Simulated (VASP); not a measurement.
# ZnS (F-43m) in VASP: notebook

ZnS is run at these levels: r2SCAN; tasks: single point.

All numbers are computed with VASP 6.6.1; they aren't measurements. Logs are shortened: lines on timing, memory, paths and dates and some standing lists are left out, and cuts for length are marked.

### 1 The cell of the first run

Symmetry: F-43m, No. 216, cubic system. Conventional cell: a = 5.003 Å, b = 5.003 Å, c = 5.003 Å, α = 90.00°, β = 90.00°, γ = 90.00°. Zn (site symmetry -43m) has 4 S at 2.17 Å within 2.9 Å. Within 2.9 Å of S (site symmetry -43m) lie 4 Zn at 2.17 Å.

### 2 Single point, r2SCAN (15.66 Å³/atom)

POSCAR

```
ZnS
1.0
    0.0000000000      2.5016064329      2.5016064329
    2.5016064329      0.0000000000      2.5016064329
    2.5016064329      2.5016064329      0.0000000000
Zn S
1 1
Direct
    0.2500000000      0.2500000000      0.2500000000
    0.0000000000      0.0000000000      0.0000000000
```

INCAR.step1

```
SYSTEM = ZnS
  PREC = Accurate
  ENCUT = 520
  ISMEAR = 0
  SIGMA = 0.05
  LREAL = .FALSE.
  LASPH = .TRUE.
  NELM = 100
  NBANDS = 16
  GGA = PE
  ALGO = Normal
  EDIFF = 1E-4
  LWAVE = .TRUE.
  LCHARG = .FALSE.
```

INCAR.step2

```
SYSTEM = ZnS
  PREC = Accurate
  ENCUT = 520
  EDIFF = 1E-7
  ISMEAR = 0
  SIGMA = 0.05
  LREAL = .FALSE.
  LASPH = .TRUE.
  NELM = 100
  ALGO = Normal
  ISIF = 2
  LWAVE = .FALSE.
  LCHARG = .FALSE.
  METAGGA = R2SCAN
  LMIXTAU = .TRUE.
  NBANDS = 16
  ISTART = 1
```

KPOINTS

```
Automatic mesh
0
G
  8 8 8
  0 0 0
```

Potentials or basis: VASP PAW PBE potentials, release 64 (Zn, S).

Launch:

```sh
> cat potpaw_PBE.64/Zn/POTCAR potpaw_PBE.64/S/POTCAR > POTCAR
> cp INCAR.step1 INCAR
> mpirun -np 1 vasp_std > vasp.out
> cp INCAR.step2 INCAR
> mpirun -np 1 vasp_std > vasp.out
```

OUTCAR:

```text
SYSTEM = ZnS
   PREC = Accurate
   ENCUT = 520
   EDIFF = 1E-7
   ISMEAR = 0
   LREAL = .FALSE.
   LASPH = .TRUE.
   NELM = 100
   ISIF = 2
   METAGGA = R2SCAN
   ISTART = 1

 ion  position               nearest neighbor table
   1  0.250  0.250  0.250-   2 2.17   2 2.17   2 2.17   2 2.17
   2  0.000  0.000  0.000-   1 2.17   1 2.17   1 2.17   1 2.17

  LATTYP: Found a face centered cubic cell.
 ALAT       =     5.0032128658

  Lattice vectors:

 A1 = (   0.0000000000,   2.5016064329,   2.5016064329)
 A2 = (   2.5016064329,   0.0000000000,   2.5016064329)
 A3 = (   2.5016064329,   2.5016064329,   0.0000000000)

Analysis of symmetry for initial positions (statically):
=====================================================================
 Subroutine PRICEL returns:
 Original cell was already a primitive cell.

 Routine SETGRP: Setting up the symmetry group for a
 face centered cubic supercell.

 Subroutine GETGRP returns: Found 24 space group operations
 (whereof 24 operations were pure point group operations)
 out of a pool of 48 trial point group operations.

The static configuration has the point symmetry T_d .

Analysis of symmetry for dynamics (positions and initial velocities):
=====================================================================
 Subroutine PRICEL returns:
 Original cell was already a primitive cell.

 Routine SETGRP: Setting up the symmetry group for a
 face centered cubic supercell.

 Subroutine GETGRP returns: Found 24 space group operations
 (whereof 24 operations were pure point group operations)
 out of a pool of 48 trial point group operations.

The dynamic configuration has the point symmetry T_d .

 Subroutine INISYM returns: Found 24 space group operations
 (whereof 24 operations are pure point group operations),
 and found     1 'primitive' translations

----------------------------------------------------------------------------------------

                                     Primitive cell

  volume of cell :      31.3103

  direct lattice vectors                    reciprocal lattice vectors
     0.000000000  2.501606433  2.501606433    -0.199871568  0.199871568  0.199871568
     2.501606433  0.000000000  2.501606433     0.199871568 -0.199871568  0.199871568
     2.501606433  2.501606433  0.000000000     0.199871568  0.199871568 -0.199871568

  length of vectors
     3.537805745  3.537805745  3.537805745     0.346187711  0.346187711  0.346187711

  position of ions in fractional coordinates (direct lattice)
     0.250000000  0.250000000  0.250000000
     0.000000000  0.000000000  0.000000000

  ion indices of the primitive-cell ions
   primitive index   ion index
                 1           1
                 2           2

----------------------------------------------------------------------------------------

 KPOINTS: Automatic mesh

Automatic generation of k-mesh.
 Grid dimensions read from file:
 generate k-points for:    8    8    8

 Generating k-lattice:

  Cartesian coordinates                     Fractional coordinates (reciprocal lattice)
    -0.024983946  0.024983946  0.024983946     0.125000000  0.000000000  0.000000000
     0.024983946 -0.024983946  0.024983946     0.000000000  0.125000000  0.000000000
     0.024983946  0.024983946 -0.024983946     0.000000000  0.000000000  0.125000000

  Length of vectors
     0.043273464  0.043273464  0.043273464

  Shift w.r.t. Gamma in fractional coordinates (k-lattice)
     0.000000000  0.000000000  0.000000000

 Subroutine IBZKPT returns following result:
 ===========================================

 Found     29 irreducible k-points:

 Following reciprocal coordinates:
            Coordinates               Weight
  0.000000  0.000000  0.000000      1.000000
  0.125000  0.000000  0.000000      8.000000
  0.250000  0.000000  0.000000      8.000000
  0.375000  0.000000  0.000000      8.000000
  0.500000  0.000000  0.000000      4.000000
  0.125000  0.125000  0.000000      6.000000
[... 16 lines left out ...]
  0.500000  0.250000  0.125000     48.000000
 -0.375000  0.250000  0.125000     24.000000
 [... further k-points ...]
   k-points           NKPTS =     29   k-points in BZ     NKDIM =     29   number of bands    NBANDS=     16
   number of dos      NEDOS =    301   number of ions     NIONS =      2
   total plane-waves  NPLWV =  21952
   dimension x,y,z NGX =    28 NGY =   28 NGZ =   28
   dimension x,y,z NGXF=    56 NGYF=   56 NGZF=   56
   ions per type =               1   1
   NGX,Y,Z   is equivalent  to a cutoff of  13.16, 13.16, 13.16 a.u.
   NGXF,Y,Z  is equivalent  to a cutoff of  26.32, 26.32, 26.32 a.u.
 SYSTEM =  ZnS
   PREC   = accura    normal or accurate (medium, high low for compatibility)
   ISTART =      1    job   : 0-new  1-cont  2-samecut
   ICHARG =      0    charge: 1-file 2-atom 10-const
   ISPIN  =      1    spin polarized calculation?
   LNONCOLLINEAR =      F non collinear calculations
   LSORBIT =      F    spin-orbit coupling
   LASPH  =      T    aspherical Exc in radial PAW
   ENCUT  =  520.0 eV  38.22 Ry    6.18 a.u.   6.58  6.58  6.58*2*pi/ulx,y,z
   NELM   =    100;   NELMIN=  2; NELMDL=  0     # of ELM steps
   EDIFF  = 0.1E-06   stopping-criterion for ELM
   LREAL  =      F    real-space projection
   EDIFFG = 0.1E-05   stopping-criterion for IOM
   NSW    =      0    number of steps for IOM
   IBRION =     -1    ionic relax: 0-MD 1-quasi-New 2-CG
   NFREE  =      0    steps in history (QN), initial steepest desc. (CG)
   ISIF   =      2    stress and relaxation
   ISYM   =      2    0-nonsym 1-usesym 2-fastsym
   POTIM  = 0.5000    time-step for ionic-motion
   TEBEG  =    0.0;   TEEND  =   0.0 temperature during run
   PSTRESS=    0.0 pullay stress
   NELECT =      18.0000    total number of electrons
   NUPDOWN=      -1.0000    fix difference up-down
   EMIN   =  10.00;   EMAX   =-10.00  energy-range for DOS
   EFERMI =   0.00;   METHOD = LEGACY
   ISMEAR =     0;   SIGMA  =   0.05  broadening in eV -4-tet -1-fermi 0-gaus
   EFERMI_NEDOS =   21; number of points for ismear=-14 and -15
   IALGO  =     38    algorithm
   IMIX   =      4    mixing-type and parameters
     AMIX     =   0.40;   BMIX     =  1.00
     AMIX_MAG =   1.60;   BMIX_MAG =  1.00
  volume/ion in A,a.u.               =      15.66       105.65
  Fermi-wavevector in a.u.,A,eV,Ry     =   1.361246  2.572382 25.211476  1.852991
  Thomas-Fermi vector in A             =   2.487839
   LORBIT       =      0    0 simple, 1 ext, 2 COOP (PROOUT), +10 PAW based schemes
   METAGGA = R2SCAN    functional components
   LHFCALC =     F    Hartree Fock is set to
   AEXX    =    0.0000 exact exchange contribution
   IVDW    =     0    specifies the selected vdW correction
   LEPSILON=     F    determine dielectric tensor
   LRPA    =     F    only Hartree local field effects (RPA)
 non-spin polarized calculation
 Gauss-broadening in eV      SIGMA  =   0.05
  energy-cutoff  :      520.00
  volume of cell :       31.31
 maximum number of plane-waves:       869
 NGX is ok and might be reduce to    28
   NGX = 13   NGY = 13   NGZ = 13

 number of electron      18.0000011 magnetization

 Free energy of the ion-electron system (eV)
  ---------------------------------------------------
  ext. energy  EPLUGINS =         0.00000000
  ---------------------------------------------------
  free energy    TOTEN  =       -18.29314434 eV

  energy without entropy =      -18.29314434  energy(sigma->0) =      -18.29314434

 E-fermi :   4.6449     XC(G=0): -11.5133

 val. band max:        4.3384784396   @ k =   0.0000   0.0000   0.0000
 cond. band min:       7.4480688416   @ k =   0.5000   0.5000   0.0000
 fundamental gap:      3.1095904021
 Fermi energy:         4.6448504192

 k-point     1 :       0.0000    0.0000    0.0000
  band No.  band energies     occupation
      1     -11.3130      2.00000
      2      -3.4371      2.00000
      3      -3.4370      2.00000
      4      -3.4370      2.00000
      5      -2.5573      2.00000
      6      -2.5573      2.00000
[... 8 lines left out ...]
     15      16.8303      0.00000
     16      18.3166      0.00000

 k-point     2 :       0.1250    0.0000    0.0000
  band No.  band energies     occupation
      1     -11.1397      2.00000
      2      -3.4578      2.00000
      3      -3.4026      2.00000
      4      -3.4025      2.00000
      5      -2.5609      2.00000
      6      -2.5609      2.00000
[... 8 lines left out ...]
     15      16.1201      0.00000
     16      18.8285      0.00000

 k-point     3 :       0.2500    0.0000    0.0000
  band No.  band energies     occupation
      1     -10.6773      2.00000
      2      -3.4652      2.00000
      3      -3.3269      2.00000
      4      -3.3268      2.00000
      5      -2.5559      2.00000
      6      -2.5559      2.00000
[... 8 lines left out ...]
     15      15.9465      0.00000
     16      17.9066      0.00000

 k-point     4 :       0.3750    0.0000    0.0000
  band No.  band energies     occupation
      1     -10.1294      2.00000
      2      -3.3043      2.00000
      3      -3.2672      2.00000
      4      -3.2671      2.00000
      5      -2.5249      2.00000
      6      -2.5248      2.00000
[... 8 lines left out ...]
     15      17.4166      0.00000
     16      17.8511      0.00000
[... 324 lines left out ...]
 k-point    22 :       0.3750    0.2500    0.1250
  band No.  band energies     occupation
      1     -10.3078      2.00000
      2      -3.5206      2.00000
      3      -3.2336      2.00000
      4      -3.1954      2.00000
      5      -2.6099      2.00000
      6      -2.4880      2.00000
[... 8 lines left out ...]
     15      18.4256      0.00000
     16      21.1987      0.00000

 k-point    23 :       0.5000    0.2500    0.1250
  band No.  band energies     occupation
      1      -9.8422      2.00000
      2      -3.3630      2.00000
      3      -3.1977      2.00000
      4      -3.0487      2.00000
      5      -2.5435      2.00000
      6      -2.4661      2.00000
[... 8 lines left out ...]
     15      19.8463      0.00000
     16      20.6240      0.00000

 k-point    24 :      -0.3750    0.2500    0.1250
  band No.  band energies     occupation
      1      -9.6266      2.00000
      2      -3.2800      2.00000
      3      -3.1546      2.00000
      4      -2.7985      2.00000
      5      -2.5479      2.00000
      6      -2.2383      2.00000
[... 8 lines left out ...]
     15      19.3148      0.00000
     16      20.6249      0.00000

 [... further k-points ...]
[... 5 lines left out ...]
  --------------------------------------------------------------------------------------
  -------------------------------------------------------------------------------------
  Total        5.6083471      5.6083471      5.6083471      0.0000000     -0.0000000     -0.0000000
  in kB      286.9845503    286.9845503    286.9845503      0.0000000     -0.0000000     -0.0000000
  external PRESSURE =     286.9845503 kB  Pullay stress =       0.0000000 kB

 VOLUME and BASIS-vectors are now :
 -----------------------------------------------------------------------------
  energy-cutoff  :      520.00
  volume of cell :       31.31
      direct lattice vectors                 reciprocal lattice vectors
     0.000000000  2.501606433  2.501606433    -0.199871568  0.199871568  0.199871568
     2.501606433  0.000000000  2.501606433     0.199871568 -0.199871568  0.199871568
     2.501606433  2.501606433  0.000000000     0.199871568  0.199871568 -0.199871568

 POSITION                                       TOTAL-FORCE (eV/Angst)
 -----------------------------------------------------------------------------------
      1.25080      1.25080      1.25080        -0.000000      0.000000     -0.000000
      0.00000      0.00000      0.00000         0.000000     -0.000000      0.000000
 -----------------------------------------------------------------------------------
    total drift:                               -0.000040     -0.000040     -0.000040

  FREE ENERGIE OF THE ION-ELECTRON SYSTEM (eV)
  ---------------------------------------------------
  free  energy   TOTEN  =       -18.2931443368 eV

  energy  without entropy=      -18.2931443368  energy(sigma->0) =      -18.29314434
```

Wall time 76 s (1 thread of Intel Xeon Platinum 8259CL at 2.50GHz (Skylake/Cascade Lake), shared host); peak memory 0.17 GiB.

What came out:

```
Free energy            : -18.2931 eV
Pressure               : 28.7 GPa
Band gap on the k mesh : 3.11 eV (least direct gap 3.82 eV)
```

Caveat: the cell stands under pressure; the PAW data sets were made with another functional, which shifts forces and pressure a little. r2SCAN opens gaps a little over a GGA but as a rule still falls short of measured ones.

### 3 Single point, r2SCAN (16.44 Å³/atom)

This run uses another cell than the first one, of 16.44 Å³/atom.

POSCAR

```
ZnS
1.0
    0.0000000000      2.5426236646      2.5426236646
    2.5426236646      0.0000000000      2.5426236646
    2.5426236646      2.5426236646      0.0000000000
Zn S
1 1
Direct
    0.2500000000      0.2500000000      0.2500000000
    0.0000000000      0.0000000000      0.0000000000
```

INCAR.step1

```
SYSTEM = ZnS
ALGO = Normal ; EDIFF = 1E-4
ENCUT = 520 ; GGA = PE
ISMEAR = 0 ; LASPH = .True.
LCHARG = .False. ; LREAL = .False.
LWAVE = .True. ; NBANDS = 16
NELM = 100 ; PREC = Accurate
SIGMA = 0.05
```

INCAR.step2

```
SYSTEM = ZnS
ALGO = Normal ; EDIFF = 1E-6
ENCUT = 520 ; ISIF = 2
ISMEAR = 0 ; ISTART = 1
LASPH = .True. ; LCHARG = .False.
LMIXTAU = .True. ; LREAL = .False.
LWAVE = .False. ; METAGGA = R2SCAN
NBANDS = 16 ; NELM = 100
PREC = Accurate ; SIGMA = 0.05
```

KPOINTS

```
k-points
0
Gamma
  8 8 8
  0 0 0
```

Potentials or basis: VASP PAW PBE potentials, release 64 (Zn, S).

Launch:

```sh
> cat potpaw_PBE.64/Zn/POTCAR potpaw_PBE.64/S/POTCAR > POTCAR
> cp INCAR.step1 INCAR
> mpirun -np 1 vasp_std > vasp.out
> cp INCAR.step2 INCAR
> mpirun -np 1 vasp_std > vasp.out
```

Run time: 62 s. Hardware: 1 thread of Intel Xeon Platinum 8259CL at 2.50GHz (Skylake/Cascade Lake), shared host; peak memory 0.17 GiB.

Results (log left out):

* Free energy: -18.5306 eV
* Pressure: 20.2 GPa
* Band gap on the k mesh: 3.26 eV (least direct gap 3.57 eV)

Levels at points of the mesh, in eV from the valence-band top:
| k point | band 6 | band 7 | band 8 | band 9 | band 10 | band 11 | band 12 | band 13 |
| --- | --- | --- | --- | --- | --- | --- | --- | --- |
| (0.00, 0.00, 0.00) | -6.64 | 0.00 | 0.00 | 0.00 | 3.57 | 6.67 | 6.67 | 6.67 |
| (0.50, 0.00, 0.00) | -6.59 | -6.32 | -1.20 | -1.20 | 4.15 | 7.19 | 7.19 | 10.05 |
| (0.50, 0.50, 0.00) | -6.36 | -5.41 | -3.05 | -3.05 | 3.26 | 4.31 | 13.35 | 14.09 |

Caveat: the cell stands under pressure; the PAW data sets were made with another functional, which shifts forces and pressure a little.

### 4 Single point, r2SCAN (17.22 Å³/atom)

This run uses another cell than the first one, of 17.22 Å³/atom.

POSCAR

```
ZnS
1.0
    0.0000000000      2.5823585774      2.5823585774
    2.5823585774      0.0000000000      2.5823585774
    2.5823585774      2.5823585774      0.0000000000
Zn S
1 1
Direct
    0.2500000000      0.2500000000      0.2500000000
    0.0000000000      0.0000000000      0.0000000000
```

INCAR.step1

```
SYSTEM = ZnS
ALGO = Normal
EDIFF = 1E-4
ENCUT = 520
GGA = PE
ISMEAR = 0
LASPH = .True.
LCHARG = .False.
LREAL = .False.
LWAVE = .True.
NBANDS = 16
NELM = 80
PREC = Accurate
SIGMA = 0.05
```

INCAR.step2

```
SYSTEM = ZnS
ALGO = Normal
EDIFF = 1E-7
ENCUT = 520
ISIF = 2
ISMEAR = 0
ISTART = 1
LASPH = .True.
LCHARG = .False.
LMIXTAU = .True.
LREAL = .False.
LWAVE = .False.
METAGGA = R2SCAN
NBANDS = 16
NELM = 80
PREC = Accurate
SIGMA = 0.05
```

KPOINTS is that of step 3.

Launch:

```sh
> cat potpaw_PBE.64/Zn/POTCAR potpaw_PBE.64/S/POTCAR > POTCAR
> cp INCAR.step1 INCAR
> mpirun -np 1 vasp_std > vasp.out
> cp INCAR.step2 INCAR
> mpirun -np 1 vasp_std > vasp.out
```

It took 73 s on 1 thread of Intel Xeon Platinum 8259CL at 2.50GHz (Skylake/Cascade Lake), shared host; peak memory 0.16 GiB.

The run converged. Its results:

```yaml
Free_energy: -18.6932 eV
Pressure: 13.4 GPa
Band_gap_on_the_k_mesh: 3.33 eV
```

Levels at points of the mesh, in eV from the valence-band top:
```
           k point  band 6  band 7  band 8  band 9  band 10  band 11  band 12  band 13
(0.00, 0.00, 0.00)   -6.43    0.00    0.00    0.00     3.33     6.75     6.75     6.75
(0.50, 0.00, 0.00)   -6.38   -6.13   -1.11   -1.11     4.07     7.26     7.26     9.91
(0.50, 0.50, 0.00)   -6.16   -5.19   -2.84   -2.84     3.39     4.38    12.91    13.78
```

Caveat: the cell stands under pressure; the PAW data sets were made with another functional, which shifts forces and pressure a little. r2SCAN opens gaps a little over a GGA but as a rule still falls short of measured ones.

### 5 The runs side by side

```csv
cell,gap on the mesh (eV),pressure (GPa)
"a = 3.538 Å, angles 60.0°, 2 atoms",3.11,28.7
"a = 3.596 Å, angles 60.0°, 2 atoms",3.26,20.2
"a = 3.652 Å, angles 60.0°, 2 atoms",3.33,13.4
```

Alike in all rows: task single point; level r2SCAN; potentials or basis VASP PAW PBE potentials, release 64 (Zn, S); no spin polarisation; k mesh 8 × 8 × 8; cutoff (eV) 520; smearing gaussian 0.05 eV.

Caveats: the cell stands under pressure; the PAW data sets were made with another functional, which shifts forces and pressure a little.

Total energies depend on the potentials used, so only differences within one code and one set of settings carry meaning.
